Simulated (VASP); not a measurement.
# Mo (P6/mmm) in VASP: a series of runs

The runs below take Mo through single point, with PBE.

Program: VASP 6.6.1. These are calculated values, not measurements. Logs are shortened: lines on timing, memory, paths and dates and some standing lists are left out, and cuts for length are marked.

## 1. The cell of the first run

It takes space group P6/mmm (No. 191, hexagonal). The conventional cell has a = 2.736 Å, b = 2.736 Å, c = 2.555 Å, α = 90.00°, β = 90.00°, γ = 120.00°. Mo (site symmetry 6/mmm) has 8 Mo at 2.56 to 2.74 Å within 3.4 Å.

## 2. Single point, PBE

File INCAR:

```
SYSTEM = Mo
PREC     = Accurate       ! precision mode
ENCUT    = 520            ! plane-wave cutoff, eV
EDIFF    = 1E-6           ! SCF threshold, eV
ISMEAR   = 0              ! smearing method
SIGMA    = 0.15           ! smearing width, eV
LREAL    = .FALSE.        ! projectors in reciprocal space
LASPH    = .TRUE.         ! aspherical terms in the spheres
NELM     = 60             ! most SCF steps
ALGO     = Fast           ! electronic algorithm
ISIF     = 2              ! what is computed and relaxed
LWAVE    = .FALSE.        ! write WAVECAR
LCHARG   = .FALSE.        ! write CHGCAR
GGA      = PE             ! functional
NBANDS   = 13             ! bands
```

File KPOINTS:

```
Automatic mesh
0
G
  24 24 20
  0 0 0
```

File POSCAR:

```
Mo
1.0
    2.7355103972      0.0000000000      0.0000000000
   -1.3677551986      2.3690214963      0.0000000000
    0.0000000000      0.0000000000      2.5551807000
Mo
1
Direct
    0.0000000000      0.0000000000      0.5000000000
```

Potentials or basis: VASP PAW PBE potentials, release 64 (Mo_sv).

Run with:

```sh
$ cat potpaw_PBE.64/Mo_sv/POTCAR > POTCAR
$ mpirun -np 1 vasp_std > vasp.out
```

OUTCAR:

```text
SYSTEM = Mo
   PREC = Accurate
   ENCUT = 520
   EDIFF = 1E-6
   ISMEAR = 0
   LREAL = .FALSE.
   LASPH = .TRUE.
   NELM = 60
   ISIF = 2
   GGA = PE

 ion  position               nearest neighbor table
   1  0.000  0.000  0.500-

  LATTYP: Found a hexagonal cell.
 ALAT       =     2.7355103972
 C/A-ratio  =     0.9340782264

  Lattice vectors:

 A1 = (   2.7355103972,   0.0000000000,   0.0000000000)
 A2 = (  -1.3677551986,   2.3690214963,   0.0000000000)
 A3 = (   0.0000000000,   0.0000000000,   2.5551807000)

Analysis of symmetry for initial positions (statically):
=====================================================================
 Subroutine PRICEL returns:
 Original cell was already a primitive cell.

 Routine SETGRP: Setting up the symmetry group for a
 hexagonal supercell.

 Subroutine GETGRP returns: Found 24 space group operations
 (whereof 24 operations were pure point group operations)
 out of a pool of 24 trial point group operations.

The static configuration has the point symmetry D_6h.

Analysis of symmetry for dynamics (positions and initial velocities):
=====================================================================
 Subroutine PRICEL returns:
 Original cell was already a primitive cell.

 Routine SETGRP: Setting up the symmetry group for a
 hexagonal supercell.

 Subroutine GETGRP returns: Found 24 space group operations
 (whereof 24 operations were pure point group operations)
 out of a pool of 24 trial point group operations.

The dynamic configuration has the point symmetry D_6h.

 Subroutine INISYM returns: Found 24 space group operations
 (whereof 24 operations are pure point group operations),
 and found     1 'primitive' translations

----------------------------------------------------------------------------------------

                                     Primitive cell

  volume of cell :      16.5588

  direct lattice vectors                    reciprocal lattice vectors
     2.735510397  0.000000000  0.000000000     0.365562493  0.211057604  0.000000000
    -1.367755199  2.369021496  0.000000000     0.000000000  0.422115207  0.000000000
     0.000000000  0.000000000  2.555180700     0.000000000  0.000000000  0.391361754

  length of vectors
     2.735510397  2.735510397  2.555180700     0.422115207  0.422115207  0.391361754

  position of ions in fractional coordinates (direct lattice)
     0.000000000  0.000000000  0.500000000

  ion indices of the primitive-cell ions
   primitive index   ion index
                 1           1

----------------------------------------------------------------------------------------

 KPOINTS: Automatic mesh

Automatic generation of k-mesh.
 Grid dimensions read from file:
 generate k-points for:   24   24   20

 Generating k-lattice:

  Cartesian coordinates                     Fractional coordinates (reciprocal lattice)
     0.015231771  0.008794067  0.000000000     0.041666667  0.000000000  0.000000000
     0.000000000  0.017588134  0.000000000     0.000000000  0.041666667  0.000000000
     0.000000000  0.000000000  0.019568088     0.000000000  0.000000000  0.050000000

  Length of vectors
     0.017588134  0.017588134  0.019568088

  Shift w.r.t. Gamma in fractional coordinates (k-lattice)
     0.000000000  0.000000000  0.000000000

 Subroutine IBZKPT returns following result:
 ===========================================

 Found    671 irreducible k-points:

 Following reciprocal coordinates:
            Coordinates               Weight
  0.000000  0.000000  0.000000      1.000000
  0.041667 -0.000000  0.000000      6.000000
  0.083333 -0.000000  0.000000      6.000000
  0.125000  0.000000  0.000000      6.000000
  0.166667  0.000000  0.000000      6.000000
  0.208333 -0.000000  0.000000      6.000000
[... 16 lines left out ...]
  0.416667  0.041667  0.000000     12.000000
  0.458333  0.041667  0.000000     12.000000
 [... further k-points ...]
   k-points           NKPTS =    671   k-points in BZ     NKDIM =    671   number of bands    NBANDS=     13
   number of dos      NEDOS =    301   number of ions     NIONS =      1
   total plane-waves  NPLWV =   8000
   dimension x,y,z NGX =    20 NGY =   20 NGZ =   20
   dimension x,y,z NGXF=    40 NGYF=   40 NGZF=   40
   ions per type =               1
   NGX,Y,Z   is equivalent  to a cutoff of  12.15, 12.15, 13.01 a.u.
   NGXF,Y,Z  is equivalent  to a cutoff of  24.31, 24.31, 26.02 a.u.
 SYSTEM =  Mo
   PREC   = accura    normal or accurate (medium, high low for compatibility)
   ISTART =      0    job   : 0-new  1-cont  2-samecut
   ICHARG =      2    charge: 1-file 2-atom 10-const
   ISPIN  =      1    spin polarized calculation?
   LNONCOLLINEAR =      F non collinear calculations
   LSORBIT =      F    spin-orbit coupling
   LASPH  =      T    aspherical Exc in radial PAW
   ENCUT  =  520.0 eV  38.22 Ry    6.18 a.u.   5.09  5.09  4.75*2*pi/ulx,y,z
   NELM   =     60;   NELMIN=  2; NELMDL= -5     # of ELM steps
   EDIFF  = 0.1E-05   stopping-criterion for ELM
   LREAL  =      F    real-space projection
   EDIFFG = 0.1E-04   stopping-criterion for IOM
   NSW    =      0    number of steps for IOM
   IBRION =     -1    ionic relax: 0-MD 1-quasi-New 2-CG
   NFREE  =      0    steps in history (QN), initial steepest desc. (CG)
   ISIF   =      2    stress and relaxation
   ISYM   =      2    0-nonsym 1-usesym 2-fastsym
   POTIM  = 0.5000    time-step for ionic-motion
   TEBEG  =    0.0;   TEEND  =   0.0 temperature during run
   PSTRESS=    0.0 pullay stress
   NELECT =      14.0000    total number of electrons
   NUPDOWN=      -1.0000    fix difference up-down
   EMIN   =  10.00;   EMAX   =-10.00  energy-range for DOS
   EFERMI =   0.00;   METHOD = LEGACY
   ISMEAR =     0;   SIGMA  =   0.15  broadening in eV -4-tet -1-fermi 0-gaus
   EFERMI_NEDOS =   21; number of points for ismear=-14 and -15
   IALGO  =     68    algorithm
   IMIX   =      4    mixing-type and parameters
     AMIX     =   0.40;   BMIX     =  1.00
     AMIX_MAG =   1.60;   BMIX_MAG =  1.00
  volume/ion in A,a.u.               =      16.56       111.74
  Fermi-wavevector in a.u.,A,eV,Ry     =   1.548013  2.925320 32.604229  2.396343
  Thomas-Fermi vector in A             =   2.653024
   LORBIT       =      0    0 simple, 1 ext, 2 COOP (PROOUT), +10 PAW based schemes
   GGA     = PE    functional components
   LHFCALC =     F    Hartree Fock is set to
   AEXX    =    0.0000 exact exchange contribution
   IVDW    =     0    specifies the selected vdW correction
   LEPSILON=     F    determine dielectric tensor
   LRPA    =     F    only Hartree local field effects (RPA)
 non-spin polarized calculation
 RMM-DIIS sequential band-by-band and
 Gauss-broadening in eV      SIGMA  =   0.15
  energy-cutoff  :      520.00
  volume of cell :       16.56
 maximum number of plane-waves:       460
   NGX = 11   NGY = 11   NGZ =  9

 number of electron      14.0000002 magnetization

 Free energy of the ion-electron system (eV)
  ---------------------------------------------------
  ext. energy  EPLUGINS =         0.00000000
  ---------------------------------------------------
  free energy    TOTEN  =       -10.05320348 eV

  energy without entropy =      -10.04178673  energy(sigma->0) =      -10.04749510

 E-fermi :  11.5903     XC(G=0): -12.9741

 val. band max:       11.5895746615   @ k =   0.1250   0.0000   0.2500
 cond. band min:      11.5924290236   @ k =   0.4583  -0.0000   0.0500
 fundamental gap:      0.0028543620
 Fermi energy:        11.5903372673

 k-point     1 :       0.0000    0.0000    0.0000
  band No.  band energies     occupation
      1     -49.4668      2.00000
      2     -22.7464      2.00000
      3     -22.7464      2.00000
      4     -22.6956      2.00000
      5       4.7927      2.00000
      6       7.2392      2.00000
      7      10.6675      2.00000
      8      10.6675      2.00000
      9      15.6776      0.00000
     10      15.6776      0.00000
     11      24.5808      0.00000
     12      27.3612      0.00000
     13      32.1610      0.00000

 k-point     2 :       0.0417   -0.0000    0.0000
  band No.  band energies     occupation
      1     -49.4630      2.00000
      2     -22.7714      2.00000
      3     -22.7520      2.00000
      4     -22.6930      2.00000
      5       4.8614      2.00000
      6       7.2688      2.00000
      7      10.5975      2.00000
      8      10.7303      2.00000
      9      15.6018      0.00000
     10      15.6654      0.00000
     11      24.7394      0.00000
     12      27.5006      0.00000
     13      31.7323      0.00000

 k-point     3 :       0.0833   -0.0000    0.0000
  band No.  band energies     occupation
      1     -49.4521      2.00000
      2     -22.8446      2.00000
      3     -22.7683      2.00000
      4     -22.6854      2.00000
      5       5.0615      2.00000
      6       7.3565      2.00000
      7      10.4053      2.00000
      8      10.9172      2.00000
      9      15.3875      0.00000
     10      15.6298      0.00000
     11      25.1901      0.00000
     12      27.9030      0.00000
     13      30.7691      0.00000

 k-point     4 :       0.1250    0.0000    0.0000
  band No.  band energies     occupation
      1     -49.4345      2.00000
      2     -22.9597      2.00000
      3     -22.7942      2.00000
      4     -22.6732      2.00000
      5       5.3740      2.00000
      6       7.4966      2.00000
      7      10.1394      2.00000
      8      11.2241      1.99945
      9      15.0683      0.00000
     10      15.5737      0.00000
     11      25.8486      0.00000
     12      28.5265      0.00000
     13      29.6770      0.00000

 k-point     5 :       0.1667    0.0000    0.0000
  band No.  band energies     occupation
      1     -49.4115      2.00000
      2     -23.1078      2.00000
      3     -22.8278      2.00000
      4     -22.6572      2.00000
      5       5.7655      2.00000
      6       7.6716      2.00000
      7       9.8758      2.00000
      8      11.6432      0.61800
      9      14.6851      0.00000
     10      15.5016      0.00000
     11      26.4798      0.00000
     12      28.7592      0.00000
     13      29.3129      0.00000
[... 257 lines left out ...]
 k-point    22 :       0.3750    0.0417    0.0000
  band No.  band energies     occupation
      1     -49.2644      2.00000
      2     -23.9825      2.00000
      3     -23.0480      2.00000
      4     -22.5560      2.00000
      5       6.8754      2.00000
      6       8.2222      2.00000
      7      11.6442      0.61165
      8      12.8134      0.00000
      9      15.0347      0.00000
     10      15.2487      0.00000
     11      22.5323      0.00000
     12      25.7701      0.00000
     13      29.1712      0.00000

 k-point    23 :       0.4167    0.0417    0.0000
  band No.  band energies     occupation
      1     -49.2496      2.00000
      2     -24.0660      2.00000
      3     -23.0691      2.00000
      4     -22.5459      2.00000
      5       6.7810      2.00000
      6       8.3571      2.00000
      7      12.1639      0.00000
      8      12.6583      0.00000
      9      14.9915      0.00000
     10      15.7693      0.00000
     11      21.9984      0.00000
     12      25.2128      0.00000
     13      28.6994      0.00000

 k-point    24 :       0.4583    0.0417    0.0000
  band No.  band energies     occupation
      1     -49.2419      2.00000
      2     -24.1089      2.00000
      3     -23.0800      2.00000
      4     -22.5406      2.00000
      5       6.7266      2.00000
      6       8.4320      2.00000
      7      12.4614      0.00000
      8      12.5796      0.00000
      9      14.9692      0.00000
     10      16.0648      0.00000
     11      21.7092      0.00000
     12      24.8967      0.00000
     13      28.4293      0.00000

 [... further k-points ...]
[... 5 lines left out ...]
  --------------------------------------------------------------------------------------
  -------------------------------------------------------------------------------------
  Total        0.6809121      0.6809121     -0.2193236      0.0000000     -0.0000000      0.0000000
  in kB       65.8828860     65.8828860    -21.2210557      0.0000000     -0.0000000      0.0000000
  external PRESSURE =      36.8482388 kB  Pullay stress =       0.0000000 kB

 VOLUME and BASIS-vectors are now :
 -----------------------------------------------------------------------------
  energy-cutoff  :      520.00
  volume of cell :       16.56
      direct lattice vectors                 reciprocal lattice vectors
     2.735510397  0.000000000  0.000000000     0.365562493  0.211057604  0.000000000
    -1.367755199  2.369021496  0.000000000     0.000000000  0.422115207  0.000000000
     0.000000000  0.000000000  2.555180700     0.000000000  0.000000000  0.391361754

 POSITION                                       TOTAL-FORCE (eV/Angst)
 -----------------------------------------------------------------------------------
      0.00000      0.00000      1.27759        -0.000000      0.000000      0.000000
 -----------------------------------------------------------------------------------
    total drift:                               -0.000000      0.000000      0.000000

  FREE ENERGIE OF THE ION-ELECTRON SYSTEM (eV)
  ---------------------------------------------------
  free  energy   TOTEN  =       -10.0532034770 eV

  energy  without entropy=      -10.0417867301  energy(sigma->0) =      -10.04749510
```

Wall time 93 s (1 thread of AMD EPYC 7R43 (Zen 3), shared host); peak memory 0.2 GiB.

Results:

- Free energy: -10.0532 eV
- Pressure: 3.7 GPa
- Band gap on the k mesh: zero (band 7 reaches 12.55 eV, above the bottom of band 8 at 10.67 eV)

## 3. Single point, PBE

File INCAR:

```
PREC = Accurate
ENCUT = 520
EDIFF = 1E-6
ISMEAR = 0
SIGMA = 0.15
LREAL = F
LASPH = T
NELM = 80
ALGO = Normal
ISIF = 2
LWAVE = F
LCHARG = F
GGA = PE
NBANDS = 13
```

File KPOINTS:

```
regular mesh
0
Gamma
  21 21 18
```

POSCAR is that of step 2.

Potentials or basis: VASP PAW PBE potentials, release 64 (Mo_sv).

Run with:

```sh
$ cat potpaw_PBE.64/Mo_sv/POTCAR > POTCAR
$ mpirun -np 1 vasp_std > vasp.out
```

Run time: 57 s. Hardware: 1 thread of AMD EPYC 7R43 (Zen 3), shared host; peak memory 0.17 GiB.

It converged, with:

- Free energy: -10.0559 eV
- Pressure: 3.9 GPa
- Band gap on the k mesh: zero (band 7 reaches 12.57 eV, above the bottom of band 8 at 10.66 eV)

Stress tensor (GPa, compression positive):
```
 6.51  0.00  0.00
 0.00  6.51  0.00
 0.00  0.00 -1.27
```

Levels at points of the mesh, in eV from the Fermi level:
```
           k point  band 5  band 6  band 7  band 8  band 9  band 10
(0.00, 0.00, 0.00)   -6.78   -4.32   -0.91   -0.91    4.11     4.11
(0.00, 0.00, 0.50)   -3.71   -0.09   -0.09    0.03    0.81     0.81
```
